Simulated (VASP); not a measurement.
# TiTe2 (P-3m1) in VASP: settings compared

Aim: see how the results for TiTe2 move with the level of theory and the settings. Levels: PBE, PBEsol-based screened hybrid. Tasks: relaxation of cell and atoms, single point.

Program: VASP 6.6.1. These are calculated values, not measurements. Logs are shortened: lines on timing, memory, paths and dates and some standing lists are left out, and cuts for length are marked.

## (1) The cell of the first run

Symmetry: P-3m1, No. 164, trigonal system. Conventional cell: a = 3.777 Å, b = 3.777 Å, c = 6.498 Å, α = 90.00°, β = 90.00°, γ = 120.00°. Te (site symmetry 3m) has 3 Ti at 2.77 Å within 3.7 Å. Ti (site symmetry -3m) has 6 Te at 2.77 Å within 3.7 Å.

## (2) Relaxation of cell and atoms, PBE, target pressure 20 GPa, at which the enthalpy is minimised

File INCAR:

```
SYSTEM = TiTe2
ALGO = Normal
EDIFF = 1E-7
EDIFFG = -0.01
ENCUT = 600
GGA = PE
IBRION = 2
ISIF = 3
ISMEAR = -1
LASPH = .TRUE.
LCHARG = .FALSE.
LREAL = .FALSE.
LWAVE = .FALSE.
NELM = 60
NSW = 60
PREC = Accurate
PSTRESS = 200.0
SIGMA = 0.05
```

File KPOINTS:

```
k-points
0
G
  8 8 4
  0 0 0
```

File POSCAR:

```
TiTe2
1.0
    3.7770000000      0.0000000000      0.0000000000
   -1.8885000000      3.2709779501      0.0000000000
    0.0000000000      0.0000000000      6.4980000000
Te Ti
2 1
Direct
    0.3333333333      0.6666666667      0.7372000000
    0.6666666667      0.3333333333      0.2628000000
    0.0000000000      0.0000000000      0.0000000000
```

Potentials or basis: VASP PAW PBE potentials, release 64 (Te, Ti_sv).

Command:

```sh
$ cat potpaw_PBE.64/Te/POTCAR potpaw_PBE.64/Ti_sv/POTCAR > POTCAR
$ mpirun -np 1 vasp_std > vasp.out
```

OUTCAR:

```text
SYSTEM = TiTe2
   EDIFF = 1E-7
   EDIFFG = -0.01
   ENCUT = 600
   GGA = PE
   IBRION = 2
   ISIF = 3
   ISMEAR = -1
   LASPH = .TRUE.
   LREAL = .FALSE.
   NELM = 60
   NSW = 60
   PREC = Accurate
   PSTRESS = 200.0

 ion  position               nearest neighbor table
   1  0.333  0.667  0.737-   3 2.77   3 2.77   3 2.77
   2  0.667  0.333  0.263-   3 2.77   3 2.77   3 2.77
   3  0.000  0.000  0.000-   1 2.77   2 2.77   2 2.77   1 2.77   2 2.77   1 2.77

  LATTYP: Found a hexagonal cell.
 ALAT       =     3.7770000000
 C/A-ratio  =     1.7204130262

  Lattice vectors:

 A1 = (   3.7770000000,   0.0000000000,   0.0000000000)
 A2 = (  -1.8885000000,   3.2709779501,   0.0000000000)
 A3 = (   0.0000000000,   0.0000000000,   6.4980000000)

Analysis of symmetry for initial positions (statically):
=====================================================================
 Subroutine PRICEL returns:
 Original cell was already a primitive cell.

 Routine SETGRP: Setting up the symmetry group for a
 hexagonal supercell.

 Subroutine GETGRP returns: Found 12 space group operations
 (whereof 12 operations were pure point group operations)
 out of a pool of 24 trial point group operations.

The static configuration has the point symmetry D_3d.

Analysis of symmetry for dynamics (positions and initial velocities):
=====================================================================
 Subroutine PRICEL returns:
 Original cell was already a primitive cell.

 Routine SETGRP: Setting up the symmetry group for a
 hexagonal supercell.

 Subroutine GETGRP returns: Found 12 space group operations
 (whereof 12 operations were pure point group operations)
 out of a pool of 24 trial point group operations.

The dynamic configuration has the point symmetry D_3d.

 Subroutine INISYM returns: Found 12 space group operations
 (whereof 12 operations are pure point group operations),
 and found     1 'primitive' translations

----------------------------------------------------------------------------------------

                                     Primitive cell

  volume of cell :      80.2794

  direct lattice vectors                    reciprocal lattice vectors
     3.777000000  0.000000000  0.000000000     0.264760392  0.152859484  0.000000000
    -1.888500000  3.270977950  0.000000000     0.000000000  0.305718967  0.000000000
     0.000000000  0.000000000  6.498000000     0.000000000  0.000000000  0.153893506

  length of vectors
     3.777000000  3.777000000  6.498000000     0.305718967  0.305718967  0.153893506

  position of ions in fractional coordinates (direct lattice)
     0.333333333  0.666666667  0.737200000
     0.666666667  0.333333333  0.262800000
     0.000000000  0.000000000  0.000000000

  ion indices of the primitive-cell ions
   primitive index   ion index
                 1           1
                 2           2
                 3           3

----------------------------------------------------------------------------------------

 KPOINTS: k-points

Automatic generation of k-mesh.
 Grid dimensions read from file:
 generate k-points for:    8    8    4

 Generating k-lattice:

  Cartesian coordinates                     Fractional coordinates (reciprocal lattice)
     0.033095049  0.019107435  0.000000000     0.125000000 -0.000000000  0.000000000
     0.000000000  0.038214871  0.000000000     0.000000000  0.125000000  0.000000000
     0.000000000  0.000000000  0.038473376     0.000000000  0.000000000  0.250000000

  Length of vectors
     0.038214871  0.038214871  0.038473376

  Shift w.r.t. Gamma in fractional coordinates (k-lattice)
     0.000000000  0.000000000  0.000000000

 Subroutine IBZKPT returns following result:
 ===========================================

 Found     35 irreducible k-points:

 Following reciprocal coordinates:
            Coordinates               Weight
  0.000000  0.000000  0.000000      1.000000
  0.125000  0.000000  0.000000      6.000000
  0.250000  0.000000  0.000000      6.000000
  0.375000  0.000000  0.000000      6.000000
  0.500000  0.000000  0.000000      3.000000
  0.125000  0.125000  0.000000      6.000000
[... 16 lines left out ...]
 -0.125000  0.500000  0.250000     12.000000
  0.250000  0.250000  0.250000     12.000000
 [... further k-points ...]
   k-points           NKPTS =     35   k-points in BZ     NKDIM =     35   number of bands    NBANDS=     16
   number of dos      NEDOS =    301   number of ions     NIONS =      3
   total plane-waves  NPLWV =  48600
   dimension x,y,z NGX =    30 NGY =   30 NGZ =   54
   dimension x,y,z NGXF=    60 NGYF=   60 NGZF=  108
   ions per type =               2   1
   NGX,Y,Z   is equivalent  to a cutoff of  13.20, 13.20, 13.82 a.u.
   NGXF,Y,Z  is equivalent  to a cutoff of  26.41, 26.41, 27.63 a.u.
 SYSTEM =  TiTe2
   PREC   = accura    normal or accurate (medium, high low for compatibility)
   ISTART =      0    job   : 0-new  1-cont  2-samecut
   ICHARG =      2    charge: 1-file 2-atom 10-const
   ISPIN  =      1    spin polarized calculation?
   LNONCOLLINEAR =      F non collinear calculations
   LSORBIT =      F    spin-orbit coupling
   LASPH  =      T    aspherical Exc in radial PAW
   ENCUT  =  600.0 eV  44.10 Ry    6.64 a.u.   7.54  7.54 12.98*2*pi/ulx,y,z
   NELM   =     60;   NELMIN=  2; NELMDL= -5     # of ELM steps
   EDIFF  = 0.1E-06   stopping-criterion for ELM
   LREAL  =      F    real-space projection
   EDIFFG = -.1E-01   stopping-criterion for IOM
   NSW    =     60    number of steps for IOM
   IBRION =      2    ionic relax: 0-MD 1-quasi-New 2-CG
   NFREE  =      1    steps in history (QN), initial steepest desc. (CG)
   ISIF   =      3    stress and relaxation
   ISYM   =      2    0-nonsym 1-usesym 2-fastsym
   POTIM  = 0.5000    time-step for ionic-motion
   TEBEG  =    0.0;   TEEND  =   0.0 temperature during run
   PSTRESS=  200.0 pullay stress
   NELECT =      24.0000    total number of electrons
   NUPDOWN=      -1.0000    fix difference up-down
   EMIN   =  10.00;   EMAX   =-10.00  energy-range for DOS
   EFERMI =   0.00;   METHOD = LEGACY
   ISMEAR =    -1;   SIGMA  =   0.05  broadening in eV -4-tet -1-fermi 0-gaus
   EFERMI_NEDOS =   21; number of points for ismear=-14 and -15
   IALGO  =     38    algorithm
   IMIX   =      4    mixing-type and parameters
     AMIX     =   0.40;   BMIX     =  1.00
     AMIX_MAG =   1.60;   BMIX_MAG =  1.00
  volume/ion in A,a.u.               =      26.76       180.58
  Fermi-wavevector in a.u.,A,eV,Ry     =   1.094655  2.068597 16.303438  1.198269
  Thomas-Fermi vector in A             =   2.230964
   LORBIT       =      0    0 simple, 1 ext, 2 COOP (PROOUT), +10 PAW based schemes
   GGA     = PE    functional components
   LHFCALC =     F    Hartree Fock is set to
   AEXX    =    0.0000 exact exchange contribution
   IVDW    =     0    specifies the selected vdW correction
   LEPSILON=     F    determine dielectric tensor
   LRPA    =     F    only Hartree local field effects (RPA)
 conjugate gradient relaxation of ions
 non-spin polarized calculation
  energy-cutoff  :      600.00
  volume of cell :       80.28
 maximum number of plane-waves:      2714
   NGX = 15   NGY = 15   NGZ = 25

--------------------------------------- Ionic step        1  -------------------------------------------

 number of electron      24.0000002 magnetization

 Free energy of the ion-electron system (eV)
  ---------------------------------------------------
  ext. energy  EPLUGINS =         0.00000000
  ---------------------------------------------------
  free energy    TOTEN  =       -16.21538387 eV

  energy without entropy =      -16.20394672  energy(sigma->0) =      -16.20966529

 E-fermi :   6.8079     XC(G=0):  -9.8601

 val. band max:        6.7890992950   @ k =   0.1250   0.0000   0.2500
 cond. band min:       6.8395186835   @ k =   0.5000   0.0000   0.0000
 fundamental gap:      0.0504193885
 Fermi energy:         6.8079378220

 k-point     1 :       0.0000    0.0000    0.0000
  band No.  band energies     occupation
      1     -50.6634      2.00000
      2     -26.9204      2.00000
      3     -26.9204      2.00000
      4     -26.8840      2.00000
      5      -5.5824      2.00000
      6      -4.0797      2.00000
[... 433 lines left out ...]
      3     -26.9380      2.00000
      4     -26.8743      2.00000
      5      -3.9109      2.00000
      6      -3.5617      2.00000
[... 8 lines left out ...]
     15       8.1367      0.00000
     16       8.8962      0.00000

 [... further k-points ...]
[... 5 lines left out ...]
  --------------------------------------------------------------------------------------
  -------------------------------------------------------------------------------------
  Total        0.3527660      0.3527660      0.6414188      0.0000000     -0.0000000      0.0000000
  in kB        7.0403303      7.0403303     12.8011198      0.0000000     -0.0000000      0.0000000
  external PRESSURE =    -191.0394065 kB  Pullay stress =     200.0000000 kB
[... 100 lines left out ...]
  energy  without entropy=      -15.5355434449  energy(sigma->0) =      -15.54079121

  enthalpy is  TOTEN    =        -7.1721119057 eV   P V=        8.3739270742

 E-fermi :   9.9927     XC(G=0): -11.0229

 val. band max:        9.9553300226   @ k =   0.1250   0.0000   0.5000
 cond. band min:      10.0132029262   @ k =   0.0000   0.0000   0.0000
 fundamental gap:      0.0578729036
 Fermi energy:         9.9927019266

 k-point     1 :       0.0000    0.0000    0.0000
  band No.  band energies     occupation
      1     -46.9212      2.00000
      2     -23.2568      2.00000
      3     -23.2101      2.00000
      4     -23.2101      2.00000
      5      -3.9984      2.00000
      6      -1.6389      2.00000
[... 433 lines left out ...]
      3     -23.2596      2.00000
      4     -23.2255      2.00000
      5      -1.4758      2.00000
      6      -0.7449      2.00000
[... 8 lines left out ...]
     15      11.9956      0.00000
     16      12.5069      0.00000

 [... further k-points ...]

[... ionic steps 4 to 8 ...]

--------------------------------------- Ionic step        9  -------------------------------------------

 number of electron      23.9999999 magnetization

------------------------ aborting loop because EDIFF is reached ----------------------------------------
[... 73 lines left out ...]
--------------------------------------- Ionic step       11  -------------------------------------------

 number of electron      23.9999998 magnetization

 Free energy of the ion-electron system (eV)
  ---------------------------------------------------
  ext. energy  EPLUGINS =         0.00000000
  ---------------------------------------------------
  free energy    TOTEN  =       -15.29020276 eV

  energy without entropy =      -15.27729248  energy(sigma->0) =      -15.28374762

 E-fermi :  10.4276     XC(G=0): -11.1744

 val. band max:       10.3983307309   @ k =   0.1250   0.0000   0.5000
 cond. band min:      10.4586898134   @ k =   0.2500   0.0000   0.0000
 fundamental gap:      0.0603590825
 Fermi energy:        10.4276447256

 k-point     1 :       0.0000    0.0000    0.0000
  band No.  band energies     occupation
      1     -46.4808      2.00000
      2     -22.8063      2.00000
      3     -22.7607      2.00000
      4     -22.7607      2.00000
      5      -3.9268      2.00000
      6      -1.1805      2.00000
[... 433 lines left out ...]
      3     -22.8109      2.00000
      4     -22.7759      2.00000
      5      -1.3107      2.00000
      6      -0.2894      2.00000
[... 8 lines left out ...]
     15      12.5030      0.00000
     16      12.9244      0.00000

 [... further k-points ...]
[... 5 lines left out ...]
  --------------------------------------------------------------------------------------
  -------------------------------------------------------------------------------------
  Total        7.7214459      7.7214459      7.7091309      0.0000000      0.0000000      0.0000000
  in kB      200.0110829    200.0110829    199.6920827      0.0000000      0.0000000      0.0000000
  external PRESSURE =      -0.0952505 kB  Pullay stress =     200.0000000 kB
[... 22 lines left out ...]
  energy  without entropy=      -15.2772924813  energy(sigma->0) =      -15.28374762

  enthalpy is  TOTEN    =        -7.5691846885 eV   P V=        7.7210180723

 reached required accuracy - stopping structural energy minimisation
```

Wall time 6.6 min (1 thread of Intel Xeon 6975P-C (Granite Rapids), shared host); peak memory 0.26 GiB.

Results:

| Property | Result |
| --- | --- |
| Free energy | -15.2902 eV |
| Relaxed volume | 20.62 Å³/atom |
| Relaxed cell | a = 3.455 Å, b = 3.455 Å, c = 5.982 Å, α = 90.00°, β = 90.00°, γ = 120.00° |
| Space group after relaxing (to 0.05 Å) | P-3m1 (No. 164) |
| Energy change on relaxing (the enthalpy is what falls) | +308.4 meV/atom |
| Ionic steps | 11 |
| Pressure after relaxing | 20.0 GPa |
| Largest force after relaxing | 0.003 eV/Å |
| Band gap on the k mesh | zero (band 12 reaches 11.06 eV, above the bottom of band 13 at 10.06 eV) |

Forces on the atoms (eV/Å):
```
Te   0.000  0.000 -0.003
Te   0.000  0.000  0.003
Ti   0.000  0.000  0.000
```

Step by step:
```csv
step,energy change (eV),largest force (eV/Å),pressure (GPa),volume (Å³)
1,0.0000,0.0217,0.90,80.28
2,5.9698,7.4448,90.08,48.62
3,0.6693,1.8879,17.74,67.08
4,0.7715,2.0542,19.48,66.20
5,0.8052,2.1074,20.04,65.93
6,0.8320,1.1330,20.42,63.35
7,1.0157,0.1574,21.49,61.19
8,0.7955,0.1707,17.23,62.99
9,0.9201,0.0196,19.69,61.92
10,0.9224,0.0101,19.87,61.88
11,0.9252,0.0032,19.99,61.85
```

Final structure:
```xyz
3
Lattice="3.4553 0.0000 0.0000 -1.7276 2.9924 0.0000 0.0000 0.0000 5.9822" Properties=species:S:1:pos:R:3 pbc="T T T"
Te    0.0000    1.9949    4.2399
Te    1.7276    0.9975    1.7423
Ti    0.0000    0.0000    0.0000
```

Levels at points of the mesh, in eV from the Fermi level:
| k point | band 8 | band 9 | band 10 | band 11 | band 12 | band 13 | band 14 | band 15 | band 16 |
| --- | --- | --- | --- | --- | --- | --- | --- | --- | --- |
| (0.00, 0.00, 0.00) | -1.50 | -1.50 | -0.08 | 0.63 | 0.63 | 1.54 | 2.05 | 2.05 | 3.32 |
| (0.50, 0.00, 0.00) | -4.90 | -3.46 | -2.92 | -1.67 | -1.51 | -0.22 | 1.83 | 2.09 | 2.87 |
| (0.00, 0.00, 0.50) | -3.39 | -1.29 | -1.29 | 0.61 | 0.61 | 1.10 | 1.10 | 1.60 | 4.49 |
| (0.50, 0.00, 0.50) | -6.36 | -3.17 | -2.47 | -0.82 | -0.60 | 0.05 | 1.82 | 2.28 | 2.60 |

Caveat: the cell is relaxed towards a set pressure, so the enthalpy falls and the energy may rise; the volume moved by over 15 % at a fixed basis, so the end points are rough; spin-orbit coupling is left out, which moves the levels of the heavy elements; this functional lacks dispersion, which binds the layers, so the pressure and a relaxed spacing across them are unreliable.

(Part 1 of 2 ends here.)
